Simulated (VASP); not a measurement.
Input of a VASP 6.6.1 run:

The input INCAR:

```
PREC = Accurate
ENCUT = 520
EDIFF = 1E-7
ISMEAR = 0
SIGMA = 0.15
LREAL = F
LASPH = T
NELM = 80
ALGO = Normal
ISIF = 2
LWAVE = F
LCHARG = T
LELF = T
LVHAR = T
NBANDS = 18
```

KPOINTS

```
Automatic mesh
0
Gamma
  11 11 11
```

POSCAR

```
Au
1.0
   -1.7720900000      1.7720900000      4.3885100000
    1.7720900000     -1.7720900000      4.3885100000
    1.7720900000      1.7720900000     -4.3885100000
Au
2
Direct
    0.6631100000      0.6631100000      0.0000000000
    0.3368900000      0.3368900000      0.0000000000
```

Potentials or basis: VASP PAW LDA potentials, release 64 (Au).

Launch:

```console
$ cat potpaw_LDA.64/Au/POTCAR > POTCAR
$ mpirun -np 1 vasp_std > vasp.out
```

What does it give for the pressure?

-15.7 GPa.

Estimate the band gap on the k mesh.

zero (bands 11 and 12 overlap by 2.36 eV).

Estimate the largest force.

0.572 eV/Å.

Forces in eV/Å, atoms in the order of the input:
```
Au   0.000  0.000  0.572
Au   0.000  0.000 -0.572
```

Caveat: the cell stands under tension; spin-orbit coupling is left out, which moves the levels of the heavy elements.
